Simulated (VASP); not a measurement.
# NbIn2S3 (P6/mmm) in VASP: single point with PBE

Aim: the single point of NbIn2S3 with PBE.

Everything below comes from runs of VASP 6.6.1. Logs are shortened: lines on timing, memory, paths and dates and some standing lists are left out, and cuts for length are marked.

### 1 The cell of the first run

Symmetry: P6/mmm, No. 191, hexagonal system. Conventional cell: a = 6.933 Å, b = 6.933 Å, c = 3.494 Å, α = 90.00°, β = 90.00°, γ = 120.00°. Within 4.6 Å of Nb (site symmetry 6/mmm) lie 2 Nb at 3.49 Å and 12 S at 3.88 Å and 6 In at 4.00 Å. In (site symmetry -6m2) has 6 S at 2.66 Å and 2 In at 3.49 Å within 3.5 Å. Within 3.5 Å of S (site symmetry mmm) lie 4 In at 2.66 Å and 6 S at 3.47 to 3.49 Å.

The cell was generated, and may not be a known phase.

### 2 Single point, PBE, collinear spin

INCAR

```
ALGO = Normal ; EDIFF = 1E-6
ENCUT = 520 ; GGA = PE
ISIF = 2 ; ISMEAR = 0
ISPIN = 2 ; LASPH = T
LCHARG = T ; LELF = T
LMAXMIX = 4 ; LORBIT = 11
LREAL = F ; LVHAR = T
LWAVE = F ; MAGMOM = 3.23 0 0 -0.01 -0.01 -0.01
NBANDS = 42 ; NELM = 150
PREC = Accurate ; SIGMA = 0.1
```

KPOINTS

```
k-points
0
Gamma
  3 3 6
```

POSCAR

```
NbIn2S3
1.0
    6.9333962777      0.0000000000      0.0000000000
   -3.4666981389      6.0044973110      0.0000000000
    0.0000000000      0.0000000000      3.4943860795
Nb In S
1 2 3
Direct
    0.0000000000      0.0000000000      0.0000000000
    0.6666666667      0.3333333333      0.0000000000
    0.3333333333      0.6666666667      0.0000000000
    0.0000000000      0.5000000000      0.5000000000
    0.5000000000      0.0000000000      0.5000000000
    0.5000000000      0.5000000000      0.5000000000
```

Potentials or basis: VASP PAW PBE potentials, release 64 (Nb_sv, In_d, S).

Command:

```console
> cat potpaw_PBE.64/Nb_sv/POTCAR potpaw_PBE.64/In_d/POTCAR potpaw_PBE.64/S/POTCAR > POTCAR
> mpirun -np 1 vasp_std > vasp.out
```

OUTCAR:

```text
EDIFF = 1E-6
   ENCUT = 520
   GGA = PE
   ISIF = 2
   ISMEAR = 0
   ISPIN = 2
   LASPH = T
   LORBIT = 11
   LREAL = F
   NELM = 150
   PREC = Accurate

 ion  position               nearest neighbor table
   1  0.000  0.000  0.000-
   2  0.667  0.333  0.000-   4 2.66   4 2.66   5 2.66   5 2.66   6 2.66   6 2.66   3 4.00   3 4.00
                             3 4.00
   3  0.333  0.667  0.000-   4 2.66   4 2.66   5 2.66   5 2.66   6 2.66   6 2.66   2 4.00   2 4.00
                             2 4.00
   4  0.000  0.500  0.500-   2 2.66   3 2.66   2 2.66   3 2.66
   5  0.500  0.000  0.500-   2 2.66   3 2.66   2 2.66   3 2.66
   6  0.500  0.500  0.500-   2 2.66   3 2.66   2 2.66   3 2.66

  LATTYP: Found a hexagonal cell.
 ALAT       =     6.9333962777
 C/A-ratio  =     0.5039934167

  Lattice vectors:

 A1 = (   6.9333962777,   0.0000000000,   0.0000000000)
 A2 = (  -3.4666981389,   6.0044973110,   0.0000000000)
 A3 = (   0.0000000000,   0.0000000000,   3.4943860795)

Analysis of symmetry for initial positions (statically):
=====================================================================
 Subroutine PRICEL returns:
 Original cell was already a primitive cell.

 Routine SETGRP: Setting up the symmetry group for a
 hexagonal supercell.

 Subroutine GETGRP returns: Found 24 space group operations
 (whereof 24 operations were pure point group operations)
 out of a pool of 24 trial point group operations.

The static configuration has the point symmetry D_6h.

Analysis of symmetry for dynamics (positions and initial velocities):
=====================================================================
 Subroutine PRICEL returns:
 Original cell was already a primitive cell.

 Routine SETGRP: Setting up the symmetry group for a
 hexagonal supercell.

 Subroutine GETGRP returns: Found 24 space group operations
 (whereof 24 operations were pure point group operations)
 out of a pool of 24 trial point group operations.

The dynamic configuration has the point symmetry D_6h.

Analysis of structural, dynamic, and magnetic symmetry:
=====================================================================
 Subroutine PRICEL returns:
 Original cell was already a primitive cell.

 Routine SETGRP: Setting up the symmetry group for a
 hexagonal supercell.

 Subroutine GETGRP returns: Found 24 space group operations
 (whereof 24 operations were pure point group operations)
 out of a pool of 24 trial point group operations.

The overall configuration has the point symmetry D_6h.

 Subroutine INISYM returns: Found 24 space group operations
 (whereof 24 operations are pure point group operations),
 and found     1 'primitive' translations

----------------------------------------------------------------------------------------

                                     Primitive cell

  volume of cell :     145.4767

  direct lattice vectors                    reciprocal lattice vectors
     6.933396278  0.000000000  0.000000000     0.144229460  0.083270917  0.000000000
    -3.466698139  6.004497311  0.000000000     0.000000000  0.166541835  0.000000000
     0.000000000  0.000000000  3.494386079     0.000000000  0.000000000  0.286173301

  length of vectors
     6.933396278  6.933396278  3.494386079     0.166541835  0.166541835  0.286173301

  position of ions in fractional coordinates (direct lattice)
     0.000000000  0.000000000  0.000000000
     0.666666667  0.333333333  0.000000000
     0.333333333  0.666666667  0.000000000
     0.000000000  0.500000000  0.500000000
     0.500000000  0.000000000  0.500000000
     0.500000000  0.500000000  0.500000000

  ion indices of the primitive-cell ions
   primitive index   ion index
                 1           1
                 2           2
                 3           3
                 4           4
                 5           5
                 6           6

----------------------------------------------------------------------------------------

 KPOINTS: k-points

Automatic generation of k-mesh.
 Grid dimensions read from file:
 generate k-points for:    3    3    6

 Generating k-lattice:

  Cartesian coordinates                     Fractional coordinates (reciprocal lattice)
     0.048076487  0.027756972  0.000000000     0.333333333  0.000000000  0.000000000
     0.000000000  0.055513945  0.000000000     0.000000000  0.333333333  0.000000000
     0.000000000  0.000000000  0.047695550     0.000000000  0.000000000  0.166666667

  Length of vectors
     0.055513945  0.055513945  0.047695550

  Shift w.r.t. Gamma in fractional coordinates (k-lattice)
     0.000000000  0.000000000  0.000000000

 Subroutine IBZKPT returns following result:
 ===========================================

 Found     12 irreducible k-points:

 Following reciprocal coordinates:
            Coordinates               Weight
  0.000000  0.000000  0.000000      1.000000
  0.333333 -0.000000  0.000000      6.000000
  0.333333  0.333333  0.000000      2.000000
  0.000000  0.000000  0.166667      2.000000
  0.333333 -0.000000  0.166667     12.000000
  0.333333  0.333333  0.166667      4.000000
  0.000000  0.000000  0.333333      2.000000
  0.333333 -0.000000  0.333333     12.000000
  0.333333  0.333333  0.333333      4.000000
  0.000000  0.000000  0.500000      1.000000
  0.333333 -0.000000  0.500000      6.000000
  0.333333  0.333333  0.500000      2.000000
   k-points           NKPTS =     12   k-points in BZ     NKDIM =     12   number of bands    NBANDS=     42
   number of dos      NEDOS =    301   number of ions     NIONS =      6
   total plane-waves  NPLWV =  81648
   dimension x,y,z NGX =    54 NGY =   54 NGZ =   28
   dimension x,y,z NGXF=   108 NGYF=  108 NGZF=   56
   ions per type =               1   2   3
   NGX,Y,Z   is equivalent  to a cutoff of  12.95, 12.95, 13.32 a.u.
   NGXF,Y,Z  is equivalent  to a cutoff of  25.90, 25.90, 26.64 a.u.
 SYSTEM =  unknown system
   PREC   = accura    normal or accurate (medium, high low for compatibility)
   ISTART =      0    job   : 0-new  1-cont  2-samecut
   ICHARG =      2    charge: 1-file 2-atom 10-const
   ISPIN  =      2    spin polarized calculation?
   LNONCOLLINEAR =      F non collinear calculations
   LSORBIT =      F    spin-orbit coupling
   LASPH  =      T    aspherical Exc in radial PAW
   ENCUT  =  520.0 eV  38.22 Ry    6.18 a.u.  12.89 12.89  6.50*2*pi/ulx,y,z
   NELM   =    150;   NELMIN=  2; NELMDL= -5     # of ELM steps
   EDIFF  = 0.1E-05   stopping-criterion for ELM
   LREAL  =      F    real-space projection
   EDIFFG = 0.1E-04   stopping-criterion for IOM
   NSW    =      0    number of steps for IOM
   IBRION =     -1    ionic relax: 0-MD 1-quasi-New 2-CG
   NFREE  =      0    steps in history (QN), initial steepest desc. (CG)
   ISIF   =      2    stress and relaxation
   ISYM   =      2    0-nonsym 1-usesym 2-fastsym
   POTIM  = 0.5000    time-step for ionic-motion
   TEBEG  =    0.0;   TEEND  =   0.0 temperature during run
   PSTRESS=    0.0 pullay stress
   NELECT =      57.0000    total number of electrons
   NUPDOWN=      -1.0000    fix difference up-down
   EMIN   =  10.00;   EMAX   =-10.00  energy-range for DOS
   EFERMI =   0.00;   METHOD = LEGACY
   ISMEAR =     0;   SIGMA  =   0.10  broadening in eV -4-tet -1-fermi 0-gaus
   EFERMI_NEDOS =   21; number of points for ismear=-14 and -15
   IALGO  =     38    algorithm
   IMIX   =      4    mixing-type and parameters
     AMIX     =   0.40;   BMIX     =  1.00
     AMIX_MAG =   1.60;   BMIX_MAG =  1.00
  volume/ion in A,a.u.               =      24.25       163.62
  Fermi-wavevector in a.u.,A,eV,Ry     =   1.197941  2.263779 19.525197  1.435062
  Thomas-Fermi vector in A             =   2.333842
   LORBIT       =     11    0 simple, 1 ext, 2 COOP (PROOUT), +10 PAW based schemes
   GGA     = PE    functional components
   LHFCALC =     F    Hartree Fock is set to
   AEXX    =    0.0000 exact exchange contribution
   IVDW    =     0    specifies the selected vdW correction
   LEPSILON=     F    determine dielectric tensor
   LRPA    =     F    only Hartree local field effects (RPA)
 spin polarized calculation
 Gauss-broadening in eV      SIGMA  =   0.10
  energy-cutoff  :      520.00
  volume of cell :      145.48
 maximum number of plane-waves:      3955
 NGX is ok and might be reduce to    54
   NGX = 25   NGY = 25   NGZ = 13

 number of electron      57.0000013 magnetization       3.2569064

 Free energy of the ion-electron system (eV)
  ---------------------------------------------------
  ext. energy  EPLUGINS =         0.00000000
  ---------------------------------------------------
  free energy    TOTEN  =       -24.45680425 eV

  energy without entropy =      -24.41977492  energy(sigma->0) =      -24.43828958

 E-fermi :   5.8005     XC(G=0):  -9.6950

 val. band max:        5.7878652330   @ k =   0.0000   0.0000   0.3333
 cond. band min:       5.8083525945   @ k =   0.3333  -0.0000   0.3333
 fundamental gap:      0.0204873615
 Fermi energy:         5.8005289831

 spin component 1

 k-point     1 :       0.0000    0.0000    0.0000
  band No.  band energies     occupation
      1     -50.1079      1.00000
      2     -26.2951      1.00000
      3     -26.2951      1.00000
      4     -26.1398      1.00000
      5      -8.9603      1.00000
      6      -8.9153      1.00000
[... 32 lines left out ...]
     39      10.6878      0.00000
     40      11.3364      0.00000

 k-point     2 :       0.3333   -0.0000    0.0000
  band No.  band energies     occupation
      1     -50.1079      1.00000
      2     -26.2951      1.00000
      3     -26.2951      1.00000
      4     -26.1398      1.00000
      5      -8.9433      1.00000
      6      -8.9236      1.00000
[... 419 lines left out ...]
     39      10.6584      0.00000
     40      12.0895      0.00000

 k-point    12 :       0.3333    0.3333    0.5000
  band No.  band energies     occupation
      1     -50.0998      1.00000
      2     -26.2840      1.00000
      3     -26.2840      1.00000
      4     -26.2618      1.00000
      5      -9.1948      1.00000
      6      -9.0486      1.00000
[... 32 lines left out ...]
     39      12.1055      0.00000
     40      12.1055      0.00000
 Fermi energy:         5.8005289831

 spin component 2

 k-point     1 :       0.0000    0.0000    0.0000
  band No.  band energies     occupation
      1     -48.5649      1.00000
      2     -24.6025      1.00000
      3     -24.4123      1.00000
      4     -24.4123      1.00000
      5      -8.9611      1.00000
      6      -8.9153      1.00000
[... 32 lines left out ...]
     39      11.6856      0.00000
     40      11.6856      0.00000

 k-point     2 :       0.3333   -0.0000    0.0000
  band No.  band energies     occupation
      1     -48.5649      1.00000
      2     -24.6025      1.00000
      3     -24.4123      1.00000
      4     -24.4123      1.00000
      5      -8.9439      1.00000
      6      -8.9236      1.00000
[... 419 lines left out ...]
     39      11.9247      0.00000
     40      12.3255      0.00000

 k-point    12 :       0.3333    0.3333    0.5000
  band No.  band energies     occupation
      1     -48.5567      1.00000
      2     -24.7287      1.00000
      3     -24.4007      1.00000
      4     -24.4007      1.00000
      5      -9.1973      1.00000
      6      -9.0505      1.00000
[... 32 lines left out ...]
     39      12.1168      0.00000
     40      12.1168      0.00000
 [bands above 40 left out]

------------------------ aborting loop because EDIFF is reached ----------------------------------------

  FORCE on cell =-STRESS in cart. coord.  units (eV):
  Direction    XX          YY          ZZ          XY          YZ          ZX
  --------------------------------------------------------------------------------------
  -------------------------------------------------------------------------------------
  Total        0.0183273      0.0183273     -0.2334469     -0.0000000      0.0000000      0.0000000
  in kB        0.2018440      0.2018440     -2.5710179     -0.0000000      0.0000000      0.0000000
  external PRESSURE =      -0.7224433 kB  Pullay stress =       0.0000000 kB

 VOLUME and BASIS-vectors are now :
 -----------------------------------------------------------------------------
  energy-cutoff  :      520.00
  volume of cell :      145.48
      direct lattice vectors                 reciprocal lattice vectors
     6.933396278  0.000000000  0.000000000     0.144229460  0.083270917  0.000000000
    -3.466698139  6.004497311  0.000000000     0.000000000  0.166541835  0.000000000
     0.000000000  0.000000000  3.494386079     0.000000000  0.000000000  0.286173301

 POSITION                                       TOTAL-FORCE (eV/Angst)
 -----------------------------------------------------------------------------------
      0.00000      0.00000      0.00000         0.000000      0.000000      0.000000
      3.46670      2.00150      0.00000        -0.000000     -0.000000      0.000000
     -0.00000      4.00300      0.00000         0.000000      0.000000     -0.000000
     -1.73335      3.00225      1.74719         0.000000      0.000000      0.000000
      3.46670      0.00000      1.74719         0.000000      0.000000      0.000000
      1.73335      3.00225      1.74719         0.000000      0.000000      0.000000
 -----------------------------------------------------------------------------------
    total drift:                               -0.000000      0.000000     -0.000000

  FREE ENERGIE OF THE ION-ELECTRON SYSTEM (eV)
  ---------------------------------------------------
  free  energy   TOTEN  =       -24.4568042494 eV

  energy  without entropy=      -24.4197749195  energy(sigma->0) =      -24.43828958

 total charge

# of ion       s       p       d       tot
------------------------------------------
    1        2.110   5.881   2.544  10.535
    2        0.829   0.555   9.933  11.317
    3        0.829   0.555   9.933  11.317
    4        1.353   2.342   0.000   3.695
    5        1.353   2.342   0.000   3.695
    6        1.353   2.342   0.000   3.695
--------------------------------------------------
tot          7.827  14.018  22.409  44.255

 magnetization (x)

# of ion       s       p       d       tot
------------------------------------------
    1        0.045   0.017   2.210   2.271
    2       -0.004   0.003   0.003   0.002
    3       -0.004   0.003   0.003   0.002
    4        0.004  -0.018   0.000  -0.015
    5        0.004  -0.018   0.000  -0.015
    6        0.004  -0.018   0.000  -0.015
--------------------------------------------------
tot          0.048  -0.031   2.216   2.232
```

Wall time 31 min (1 thread of Intel Xeon 8259CL, shared host); peak memory 0.41 GiB.

Results:

| Item | Value |
| --- | --- |
| Free energy | -24.4568 eV |
| Pressure | -0.1 GPa |
| Net moment | 3.26 μB per cell |
| Site moments | Nb +2.27; In +0.00; S -0.01 μB |
| Valence electrons inside the program's atomic spheres | Nb 10.54; In 11.32; S 3.69 |

Levels at points of the mesh, in eV from the Fermi level:
Spin up:
| k point | band 28 | band 29 | band 30 | band 31 | band 32 | band 33 |
| --- | --- | --- | --- | --- | --- | --- |
| (0.00, 0.00, 0.00) | -0.91 | -0.66 | -0.66 | -0.37 | 0.49 | 0.49 |
| (0.00, 0.00, 0.50) | -0.13 | -0.13 | 0.02 | 0.02 | 0.17 | 1.25 |
Spin down:
| k point | band 25 | band 26 | band 27 | band 28 | band 29 | band 30 |
| --- | --- | --- | --- | --- | --- | --- |
| (0.00, 0.00, 0.00) | -1.20 | -1.10 | -0.91 | -0.91 | 1.30 | 1.33 |
| (0.00, 0.00, 0.50) | -0.88 | -0.88 | -0.69 | 1.49 | 1.49 | 1.64 |

Caveat: spin-orbit coupling is left out, which moves the levels of the heavy elements.
